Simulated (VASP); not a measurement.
# InPd (P4/mmm) in VASP: single point with PBE

Aim: the single point of InPd with PBE.

All numbers are computed with VASP 6.6.1; they aren't measurements. Logs are shortened: lines on timing, memory, paths and dates and some standing lists are left out, and cuts for length are marked.

### Step 1. The cell of the first run

The structure is tetragonal, space group P4/mmm (No. 123). The conventional cell has a = 3.309 Å, b = 3.309 Å, c = 3.297 Å, α = 90.00°, β = 90.00°, γ = 90.00°. In (site symmetry 4/mmm) has 8 Pd at 2.86 Å and 6 In at 3.30 to 3.31 Å within 3.8 Å. Pd (site symmetry 4/mmm) has 8 In at 2.86 Å and 6 Pd at 3.30 to 3.31 Å within 3.8 Å.

### Step 2. Single point, PBE

File INCAR:

```
SYSTEM = InPd
  PREC = Accurate
  ENCUT = 500
  EDIFF = 1E-6
  ISMEAR = 0
  SIGMA = 0.1
  LREAL = .FALSE.
  LASPH = .TRUE.
  NELM = 120
  ALGO = Normal
  ISIF = 2
  LWAVE = .FALSE.
  LCHARG = .TRUE.
  GGA = PE
  LELF = .TRUE.
  LVHAR = .TRUE.
  NBANDS = 18
  GGA_COMPAT = .FALSE.
```

File KPOINTS:

```
Automatic mesh
0
G
  16 16 18
  0 0 0
```

File POSCAR:

```
InPd
1.0
    3.3094307456      0.0000000000      0.0000000000
    0.0000000000      3.3094307456      0.0000000000
    0.0000000000      0.0000000000      3.2971890753
In Pd
1 1
Direct
    0.5000000000      0.5000000000      0.0000000000
    0.0000000000      0.0000000000      0.5000000000
```

Potentials or basis: VASP PAW PBE potentials, release 64 (In_d, Pd).

Command:

```bash
cat potpaw_PBE.64/In_d/POTCAR potpaw_PBE.64/Pd/POTCAR > POTCAR
mpirun -np 1 vasp_std > vasp.out
```

OUTCAR:

```text
SYSTEM = InPd
   PREC = Accurate
   ENCUT = 500
   EDIFF = 1E-6
   ISMEAR = 0
   LREAL = .FALSE.
   LASPH = .TRUE.
   NELM = 120
   ISIF = 2
   GGA = PE

 ion  position               nearest neighbor table
   1  0.500  0.500  0.000-   2 2.86   2 2.86   2 2.86   2 2.86   2 2.86   2 2.86   2 2.86   2 2.86

   2  0.000  0.000  0.500-   1 2.86   1 2.86   1 2.86   1 2.86   1 2.86   1 2.86   1 2.86   1 2.86

  LATTYP: Found a simple tetragonal cell.
 ALAT       =     3.3094307456
 C/A-ratio  =     0.9963009740

  Lattice vectors:

 A1 = (   3.3094307456,   0.0000000000,   0.0000000000)
 A2 = (   0.0000000000,   3.3094307456,   0.0000000000)
 A3 = (   0.0000000000,   0.0000000000,   3.2971890753)

Analysis of symmetry for initial positions (statically):
=====================================================================
 Subroutine PRICEL returns:
 Original cell was already a primitive cell.

 Routine SETGRP: Setting up the symmetry group for a
 simple tetragonal supercell.

 Subroutine GETGRP returns: Found 16 space group operations
 (whereof 16 operations were pure point group operations)
 out of a pool of 16 trial point group operations.

The static configuration has the point symmetry D_4h.

Analysis of symmetry for dynamics (positions and initial velocities):
=====================================================================
 Subroutine PRICEL returns:
 Original cell was already a primitive cell.

 Routine SETGRP: Setting up the symmetry group for a
 simple tetragonal supercell.

 Subroutine GETGRP returns: Found 16 space group operations
 (whereof 16 operations were pure point group operations)
 out of a pool of 16 trial point group operations.

The dynamic configuration has the point symmetry D_4h.

 Subroutine INISYM returns: Found 16 space group operations
 (whereof 16 operations are pure point group operations),
 and found     1 'primitive' translations

----------------------------------------------------------------------------------------

                                     Primitive cell

  volume of cell :      36.1119

  direct lattice vectors                    reciprocal lattice vectors
     3.309430746  0.000000000  0.000000000     0.302166770  0.000000000  0.000000000
     0.000000000  3.309430746  0.000000000     0.000000000  0.302166770  0.000000000
     0.000000000  0.000000000  3.297189075     0.000000000  0.000000000  0.303288643

  length of vectors
     3.309430746  3.309430746  3.297189075     0.302166770  0.302166770  0.303288643

  position of ions in fractional coordinates (direct lattice)
     0.500000000  0.500000000  0.000000000
     0.000000000  0.000000000  0.500000000

  ion indices of the primitive-cell ions
   primitive index   ion index
                 1           1
                 2           2

----------------------------------------------------------------------------------------

 KPOINTS: Automatic mesh

Automatic generation of k-mesh.
 Grid dimensions read from file:
 generate k-points for:   16   16   18

 Generating k-lattice:

  Cartesian coordinates                     Fractional coordinates (reciprocal lattice)
     0.018885423  0.000000000  0.000000000     0.062500000  0.000000000  0.000000000
     0.000000000  0.018885423  0.000000000     0.000000000  0.062500000  0.000000000
     0.000000000  0.000000000  0.016849369     0.000000000  0.000000000  0.055555556

  Length of vectors
     0.018885423  0.018885423  0.016849369

  Shift w.r.t. Gamma in fractional coordinates (k-lattice)
     0.000000000  0.000000000  0.000000000

 Subroutine IBZKPT returns following result:
 ===========================================

 Found    450 irreducible k-points:

 Following reciprocal coordinates:
            Coordinates               Weight
  0.000000  0.000000  0.000000      1.000000
  0.062500  0.000000  0.000000      4.000000
  0.125000  0.000000  0.000000      4.000000
  0.187500  0.000000  0.000000      4.000000
  0.250000  0.000000  0.000000      4.000000
  0.312500  0.000000  0.000000      4.000000
[... 16 lines left out ...]
  0.437500  0.125000  0.000000      8.000000
  0.500000  0.125000  0.000000      4.000000
 [... further k-points ...]
   k-points           NKPTS =    450   k-points in BZ     NKDIM =    450   number of bands    NBANDS=     18
   number of dos      NEDOS =    301   number of ions     NIONS =      2
   total plane-waves  NPLWV =  13824
   dimension x,y,z NGX =    24 NGY =   24 NGZ =   24
   dimension x,y,z NGXF=    48 NGYF=   48 NGZF=   48
   ions per type =               1   1
   NGX,Y,Z   is equivalent  to a cutoff of  12.06, 12.06, 12.10 a.u.
   NGXF,Y,Z  is equivalent  to a cutoff of  24.11, 24.11, 24.20 a.u.
 SYSTEM =  InPd
   PREC   = accura    normal or accurate (medium, high low for compatibility)
   ISTART =      0    job   : 0-new  1-cont  2-samecut
   ICHARG =      2    charge: 1-file 2-atom 10-const
   ISPIN  =      1    spin polarized calculation?
   LNONCOLLINEAR =      F non collinear calculations
   LSORBIT =      F    spin-orbit coupling
   LASPH  =      T    aspherical Exc in radial PAW
   ENCUT  =  500.0 eV  36.75 Ry    6.06 a.u.   6.03  6.03  6.01*2*pi/ulx,y,z
   NELM   =    120;   NELMIN=  2; NELMDL= -5     # of ELM steps
   EDIFF  = 0.1E-05   stopping-criterion for ELM
   LREAL  =      F    real-space projection
   EDIFFG = 0.1E-04   stopping-criterion for IOM
   NSW    =      0    number of steps for IOM
   IBRION =     -1    ionic relax: 0-MD 1-quasi-New 2-CG
   NFREE  =      0    steps in history (QN), initial steepest desc. (CG)
   ISIF   =      2    stress and relaxation
   ISYM   =      2    0-nonsym 1-usesym 2-fastsym
   POTIM  = 0.5000    time-step for ionic-motion
   TEBEG  =    0.0;   TEEND  =   0.0 temperature during run
   PSTRESS=    0.0 pullay stress
   NELECT =      23.0000    total number of electrons
   NUPDOWN=      -1.0000    fix difference up-down
   EMIN   =  10.00;   EMAX   =-10.00  energy-range for DOS
   EFERMI =   0.00;   METHOD = LEGACY
   ISMEAR =     0;   SIGMA  =   0.10  broadening in eV -4-tet -1-fermi 0-gaus
   EFERMI_NEDOS =   21; number of points for ismear=-14 and -15
   IALGO  =     38    algorithm
   IMIX   =      4    mixing-type and parameters
     AMIX     =   0.40;   BMIX     =  1.00
     AMIX_MAG =   1.60;   BMIX_MAG =  1.00
  volume/ion in A,a.u.               =      18.06       121.85
  Fermi-wavevector in a.u.,A,eV,Ry     =   1.408534  2.661743 26.993519  1.983968
  Thomas-Fermi vector in A             =   2.530682
   LORBIT       =      0    0 simple, 1 ext, 2 COOP (PROOUT), +10 PAW based schemes
   GGA     = PE    functional components
   LHFCALC =     F    Hartree Fock is set to
   AEXX    =    0.0000 exact exchange contribution
   IVDW    =     0    specifies the selected vdW correction
   LEPSILON=     F    determine dielectric tensor
   LRPA    =     F    only Hartree local field effects (RPA)
 non-spin polarized calculation
 Gauss-broadening in eV      SIGMA  =   0.10
  energy-cutoff  :      500.00
  volume of cell :       36.11
 maximum number of plane-waves:       938
   NGX = 13   NGY = 13   NGZ = 13

 number of electron      23.0000003 magnetization

 Free energy of the ion-electron system (eV)
  ---------------------------------------------------
  ext. energy  EPLUGINS =         0.00000000
  ---------------------------------------------------
  free energy    TOTEN  =        -8.75014319 eV

  energy without entropy =       -8.74636199  energy(sigma->0) =       -8.74825259

 E-fermi :  10.0526     XC(G=0): -12.0586

 val. band max:       10.0514228347   @ k =   0.3125   0.0000   0.1667
 cond. band min:      10.0567522199   @ k =   0.5000   0.2500   0.4444
 fundamental gap:      0.0053293852
 Fermi energy:        10.0526069217

 k-point     1 :       0.0000    0.0000    0.0000
  band No.  band energies     occupation
      1      -4.8618      2.00000
      2      -4.8561      2.00000
      3      -4.4869      2.00000
      4      -4.4850      2.00000
      5      -4.4850      2.00000
      6       0.2135      2.00000
[... 10 lines left out ...]
     17      20.4245      0.00000
     18      25.9516      0.00000

 k-point     2 :       0.0625    0.0000    0.0000
  band No.  band energies     occupation
      1      -4.8589      2.00000
      2      -4.8449      2.00000
      3      -4.4906      2.00000
      4      -4.4887      2.00000
      5      -4.4839      2.00000
      6       0.2738      2.00000
[... 10 lines left out ...]
     17      20.7055      0.00000
     18      25.7891      0.00000

 k-point     3 :       0.1250    0.0000    0.0000
  band No.  band energies     occupation
      1      -4.8532      2.00000
      2      -4.8104      2.00000
      3      -4.5012      2.00000
      4      -4.4992      2.00000
      5      -4.4808      2.00000
      6       0.4545      2.00000
[... 10 lines left out ...]
     17      21.8037      0.00000
     18      25.3956      0.00000

 k-point     4 :       0.1875    0.0000    0.0000
  band No.  band energies     occupation
      1      -4.8450      2.00000
      2      -4.7585      2.00000
      3      -4.5170      2.00000
      4      -4.5150      2.00000
      5      -4.4763      2.00000
      6       0.7547      2.00000
[... 375 lines left out ...]
      4      -4.5623      2.00000
      5      -4.4821      2.00000
      6       2.5192      2.00000
[... 10 lines left out ...]
     17      22.2549      0.00000
     18      22.6193      0.00000

 k-point    23 :       0.4375    0.1250    0.0000
  band No.  band energies     occupation
      1      -4.7826      2.00000
      2      -4.6138      2.00000
      3      -4.5818      2.00000
      4      -4.5279      2.00000
      5      -4.4804      2.00000
      6       3.1744      2.00000
[... 10 lines left out ...]
     17      21.5378      0.00000
     18      22.4059      0.00000

 k-point    24 :       0.5000    0.1250    0.0000
  band No.  band energies     occupation
      1      -4.7808      2.00000
      2      -4.6181      2.00000
      3      -4.5856      2.00000
      4      -4.5158      2.00000
      5      -4.4798      2.00000
      6       3.6133      2.00000
[... 10 lines left out ...]
     17      20.9260      0.00000
     18      22.4877      0.00000

 [... further k-points ...]

------------------------ aborting loop because EDIFF is reached ----------------------------------------

  FORCE on cell =-STRESS in cart. coord.  units (eV):
  Direction    XX          YY          ZZ          XY          YZ          ZX
  --------------------------------------------------------------------------------------
  -------------------------------------------------------------------------------------
  Total        0.0095176      0.0095176      0.0094861      0.0000000      0.0000000      0.0000000
  in kB        0.4222656      0.4222656      0.4208694      0.0000000      0.0000000      0.0000000
  external PRESSURE =       0.4218002 kB  Pullay stress =       0.0000000 kB

 VOLUME and BASIS-vectors are now :
 -----------------------------------------------------------------------------
  energy-cutoff  :      500.00
  volume of cell :       36.11
      direct lattice vectors                 reciprocal lattice vectors
     3.309430746  0.000000000  0.000000000     0.302166770  0.000000000  0.000000000
     0.000000000  3.309430746  0.000000000     0.000000000  0.302166770  0.000000000
     0.000000000  0.000000000  3.297189075     0.000000000  0.000000000  0.303288643

 POSITION                                       TOTAL-FORCE (eV/Angst)
 -----------------------------------------------------------------------------------
      1.65472      1.65472      0.00000         0.000000      0.000000      0.000000
      0.00000      0.00000      1.64859         0.000000      0.000000      0.000000
 -----------------------------------------------------------------------------------
    total drift:                                0.000000     -0.000000     -0.000000

  FREE ENERGIE OF THE ION-ELECTRON SYSTEM (eV)
  ---------------------------------------------------
  free  energy   TOTEN  =        -8.7501431927 eV

  energy  without entropy=       -8.7463619935  energy(sigma->0) =       -8.74825259
```

Wall time 97 s (1 thread of Intel Xeon Platinum 8259CL at 2.50GHz (Skylake/Cascade Lake), shared host); peak memory 0.37 GiB.

Results:

```yaml
Free_energy: -8.7501 eV
Pressure: 0.0 GPa
Band_gap_on_the_k_mesh: zero (an odd number of electrons rules out a gap without spin polarisation)
```

Levels at points of the mesh, in eV from the Fermi level:
```csv
k point,band 9,band 10,band 11,band 12,band 13,band 14,band 15,band 16
"(0.00, 0.00, 0.00)",-2.24,-2.23,-2.23,4.11,4.11,4.21,9.01,10.32
"(0.50, 0.00, 0.00)",-3.17,-3.15,-2.29,-1.13,9.23,9.31,9.76,10.46
"(0.50, 0.50, 0.00)",-2.62,-2.24,-2.24,-1.69,1.27,2.32,9.28,11.26
"(0.00, 0.00, 0.50)",-3.17,-3.17,-2.30,-1.10,9.27,9.27,9.75,10.48
"(0.50, 0.00, 0.50)",-2.63,-2.23,-2.21,-1.68,1.29,2.36,9.21,11.19
"(0.50, 0.50, 0.50)",-1.65,-1.64,-0.23,3.73,3.73,3.73,4.22,4.26
```

Caveat: spin-orbit coupling is left out, which moves the levels of the heavy elements.
